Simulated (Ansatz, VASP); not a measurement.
**HfC in VASP and in Ansatz**

INCAR

```
ALGO = Normal
EDIFF = 1E-6
ENCUT = 520
GGA = PE
ISIF = 2
ISMEAR = 0
LASPH = True
LCHARG = False
LREAL = False
LWAVE = False
NBANDS = 22
NELM = 100
PREC = Accurate
SIGMA = 0.05
```

File KPOINTS:

```
k-points
0
Gamma
  12 12 6
```

The input POSCAR:

```
HfC
1.0
    3.8514406728      0.0000000000      0.0000000000
   -1.9257203364      3.3354454638      0.0000000000
    0.0000000000      0.0000000000      4.6430899925
Hf C
2 2
Direct
    0.6666666667      0.3333333333      0.0665890361
    0.3333333333      0.6666666667      0.5665890361
    0.6666666667      0.3333333333      0.5629184402
    0.3333333333      0.6666666667      0.0586109639
```

Input for Ansatz:

```yaml
crystal:
  lattice:
    - [3.8514406728, 0.0, 0.0]
    - [-1.9257203364, 3.3354454638, 0.0]
    - [0.0, 0.0, 4.6430899925]
  atoms:
    - { symbol: Hf, position: [0.6666666667, 0.3333333333, 0.0665890361] }
    - { symbol: Hf, position: [0.3333333333, 0.6666666667, 0.5665890361] }
    - { symbol: C, position: [0.6666666667, 0.3333333333, 0.5629184402] }
    - { symbol: C, position: [0.3333333333, 0.6666666667, 0.0586109639] }
basis:
  ecutwfc: 420
  ecutrho_ratio: 4
kpoints:
  mp_grid: { grid: [12, 12, 6] }
hamiltonian:
  xc: pbe
scf:
  occupations: { method: gaussian, width: 0.05 }
output:
  forces: true
  stress: true
  eigenvalues: true
  write_density: true
  write_potential: true
  elf: true
  volumetric_format: npy
```

Alike in both runs: task single point; functional PBE; k mesh 12 × 12 × 6; occupations gaussian, width 0.05 eV; no spin polarisation.

|  | VASP | Ansatz |
| --- | --- | --- |
| version | VASP 6.6.1 | Ansatz 0.2.0 |
| potentials or method | VASP PAW PBE potentials, release 64 (Hf_pv, C), cutoff 520 eV | scalar-relativistic, plane waves, PAW |
| valence electrons in the cell | 28 | 60 |

|  | VASP | Ansatz | Ansatz less VASP |
| --- | --- | --- | --- |
| gap on the k mesh at the Fermi level (eV) | none | none | - |
| pressure (GPa) | -0.5 | 0.0 | +0.52 |
| traceless stress, the component that is largest in VASP (GPa) | -0.17 | -0.16 | +0.008 |
| rms of the force components (eV/Å) | 0.051 | 0.051 | +0.0002 |

Atom by atom the forces differ by 0.001 eV/Å (rms over components). A gap of «none» marks a metal or a gap that the smearing closes. VASP's potentials hold 28 valence electrons a cell and Ansatz's 60, so a difference there can come from the potentials and not from the codes.

Spin-orbit coupling is off throughout.
